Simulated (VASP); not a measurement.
# Li2S (Fm-3m) in VASP: further runs, part 2 of 2

VASP 6.6.1. The steps go on from the part before.

### Step 4. Single point, r2SCAN (volume changed by -3%)

File POSCAR:

```
Li2S
1.0
    0.0000000000      2.8165521113      2.8165521113
    2.8165521113      0.0000000000      2.8165521113
    2.8165521113      2.8165521113      0.0000000000
Li S
2 1
Direct
    0.2500000000      0.2500000000      0.2500000000
    0.7500000000      0.7500000000      0.7500000000
    0.0000000000      0.0000000000      0.0000000000
```

File INCAR.step1:

```
ALGO = Normal
EDIFF = 1E-5
ENCUT = 830
GGA = PE
GGA_COMPAT = F
ISMEAR = 0
LASPH = T
LCHARG = F
LREAL = F
LWAVE = T
NBANDS = 13
NELM = 120
PREC = Accurate
SIGMA = 0.01
```

File INCAR.step2:

```
ALGO = Normal
EDIFF = 1E-6
ENCUT = 830
GGA_COMPAT = F
ISIF = 2
ISMEAR = 0
ISTART = 1
LASPH = T
LCHARG = F
LMIXTAU = T
LREAL = F
LWAVE = F
METAGGA = R2SCAN
NBANDS = 13
NELM = 120
PREC = Accurate
SIGMA = 0.01
```

File KPOINTS:

```
k-points
0
Gamma
  6 6 6
```

On the command line:

```
$ cat potpaw_PBE.64/Li_sv/POTCAR potpaw_PBE.64/S/POTCAR > POTCAR
$ cp INCAR.step1 INCAR
$ mpirun -np 1 vasp_std > vasp.out
$ cp INCAR.step2 INCAR
$ mpirun -np 1 vasp_std > vasp.out
```

Wall time 1.9 min (1 thread of Intel Xeon Platinum 8488C (Sapphire Rapids), shared host); peak memory 0.25 GiB.

It converged, with:

- Free energy: -17.3796 eV
- Pressure: 1.2 GPa
- Band gap on the k mesh: 3.84 eV, indirect (least direct gap 5.22 eV)

Levels at points of the mesh, in eV from the valence-band top:
```csv
k point,band 4,band 5,band 6,band 7,band 8,band 9
"(0.00, 0.00, 0.00)",0.00,0.00,0.00,5.22,6.92,6.92
"(0.50, 0.00, 0.00)",-2.99,-0.53,-0.53,7.13,7.21,7.21
"(0.50, 0.50, 0.00)",-2.22,-1.50,-1.50,3.84,7.98,12.40
```

Caveat: the PAW data sets were made with another functional, which shifts forces and pressure a little.

### Step 5. Single point, r2SCAN

File POSCAR:

```
Li2S
1.0
    0.0000000000      2.8452944241      2.8452944241
    2.8452944241      0.0000000000      2.8452944241
    2.8452944241      2.8452944241      0.0000000000
Li S
2 1
Direct
    0.2500000000      0.2500000000      0.2500000000
    0.7500000000      0.7500000000      0.7500000000
    0.0000000000      0.0000000000      0.0000000000
```

File INCAR.step1:

```
PREC     = Accurate       # precision mode
ENCUT    = 830            # plane-wave cutoff, eV
ISMEAR   = 0              # smearing method
SIGMA    = 0.01           # smearing width, eV
LREAL    = False          # projectors in reciprocal space
LASPH    = True           # aspherical terms in the spheres
NELM     = 120            # most SCF steps
NBANDS   = 13             # bands
GGA      = PE             # functional
ALGO     = Normal         # electronic algorithm
EDIFF    = 1E-5           # SCF threshold, eV
LWAVE    = True           # write WAVECAR
LCHARG   = False          # write CHGCAR
GGA_COMPAT= False
```

File INCAR.step2:

```
PREC     = Accurate       # precision mode
ENCUT    = 830            # plane-wave cutoff, eV
EDIFF    = 1E-6           # SCF threshold, eV
ISMEAR   = 0              # smearing method
SIGMA    = 0.01           # smearing width, eV
LREAL    = False          # projectors in reciprocal space
LASPH    = True           # aspherical terms in the spheres
NELM     = 120            # most SCF steps
ALGO     = Normal         # electronic algorithm
ISIF     = 2              # what is computed and relaxed
LWAVE    = False          # write WAVECAR
LCHARG   = False          # write CHGCAR
METAGGA  = R2SCAN         # meta-GGA
LMIXTAU  = True         
NBANDS   = 13             # bands
ISTART   = 1            
GGA_COMPAT= False
```

File KPOINTS:

```
Automatic mesh
0
Gamma
  6 6 6
```

Potentials or basis: VASP PAW PBE potentials, release 64 (Li_sv, S).

On the command line:

```
$ cat potpaw_PBE.64/Li_sv/POTCAR potpaw_PBE.64/S/POTCAR > POTCAR
$ cp INCAR.step1 INCAR
$ mpirun -np 1 vasp_std > vasp.out
$ cp INCAR.step2 INCAR
$ mpirun -np 1 vasp_std > vasp.out
```

OUTCAR:

```text
PREC = Accurate
   ENCUT = 830
   EDIFF = 1E-6
   ISMEAR = 0
   LREAL = False
   LASPH = True
   NELM = 120
   ISIF = 2
   METAGGA = R2SCAN
   ISTART = 1

 ion  position               nearest neighbor table
   1  0.250  0.250  0.250-   3 2.46   3 2.46   3 2.46   3 2.46
   2  0.750  0.750  0.750-   3 2.46   3 2.46   3 2.46   3 2.46
   3  0.000  0.000  0.000-   2 2.46   2 2.46   2 2.46   1 2.46   2 2.46   1 2.46   1 2.46   1 2.46

[... 441 lines left out ...]

  FORCE on cell =-STRESS in cart. coord.  units (eV):
  Direction    XX          YY          ZZ          XY          YZ          ZX
  --------------------------------------------------------------------------------------
  -------------------------------------------------------------------------------------
  Total       -0.0580950     -0.0580950     -0.0580950      0.0000000      0.0000000      0.0000000
  in kB       -2.0204009     -2.0204009     -2.0204009      0.0000000      0.0000000      0.0000000
  external PRESSURE =      -2.0204009 kB  Pullay stress =       0.0000000 kB

 VOLUME and BASIS-vectors are now :
 -----------------------------------------------------------------------------
  energy-cutoff  :      830.00
  volume of cell :       46.07
      direct lattice vectors                 reciprocal lattice vectors
     0.000000000  2.845294424  2.845294424    -0.175728739  0.175728739  0.175728739
     2.845294424  0.000000000  2.845294424     0.175728739 -0.175728739  0.175728739
     2.845294424  2.845294424  0.000000000     0.175728739  0.175728739 -0.175728739

 POSITION                                       TOTAL-FORCE (eV/Angst)
 -----------------------------------------------------------------------------------
      1.42265      1.42265      1.42265         0.000000     -0.000000      0.000000
      4.26794      4.26794      4.26794        -0.000000      0.000000     -0.000000
      0.00000      0.00000      0.00000        -0.000000      0.000000      0.000000
 -----------------------------------------------------------------------------------
    total drift:                                0.000000     -0.000000      0.000000

  FREE ENERGIE OF THE ION-ELECTRON SYSTEM (eV)
  ---------------------------------------------------
  free  energy   TOTEN  =       -17.3838860042 eV

  energy  without entropy=      -17.3838860042  energy(sigma->0) =      -17.38388600
```

OUTCAR.step1:

```text
PREC = Accurate
   ENCUT = 830
   ISMEAR = 0
   LREAL = False
   LASPH = True
[... 470 lines left out ...]
      1.42265      1.42265      1.42265        -0.000000     -0.000000     -0.000000
      4.26794      4.26794      4.26794         0.000000      0.000000      0.000000
      0.00000      0.00000      0.00000         0.000000      0.000000      0.000000
 -----------------------------------------------------------------------------------
    total drift:                                0.000000     -0.000000      0.000000

  FREE ENERGIE OF THE ION-ELECTRON SYSTEM (eV)
  ---------------------------------------------------
  free  energy   TOTEN  =       -11.9945797600 eV

  energy  without entropy=      -11.9945797600  energy(sigma->0) =      -11.99457976
```

It took 2.3 min on 1 thread of Intel Xeon Platinum 8488C (Sapphire Rapids), shared host; peak memory 0.25 GiB.

What came out:

| Property | Result |
| --- | --- |
| Free energy | -17.3839 eV |
| Pressure | -0.2 GPa |
| Band gap on the k mesh | 3.86 eV, indirect (least direct gap 5.05 eV) |

Caveat: the PAW data sets were made with another functional, which shifts forces and pressure a little. r2SCAN opens gaps a little over a GGA but as a rule still falls short of measured ones.

### Step 6. Summary

```csv
level,cell,k mesh,cutoff (eV),gap on the mesh (eV),pressure (GPa)
PBE,"a = 4.024 Å, angles 60.0°, 3 atoms",8 × 8 × 8,750,3.39,0.2
r2SCAN,"a = 3.942 Å, angles 60.0°, 3 atoms",6 × 6 × 6,830,3.81,2.8
r2SCAN,"a = 3.983 Å, angles 60.0°, 3 atoms",6 × 6 × 6,830,3.84,1.2
r2SCAN,"a = 4.024 Å, angles 60.0°, 3 atoms",6 × 6 × 6,830,3.86,-0.2
```

Alike in all rows: task single point; potentials or basis VASP PAW PBE potentials, release 64 (Li_sv, S); no spin polarisation; smearing gaussian 0.01 eV.

Caveats: the PAW data sets were made with another functional, which shifts forces and pressure a little (some runs).

Absolute energies hang on the potentials; compare differences alone.
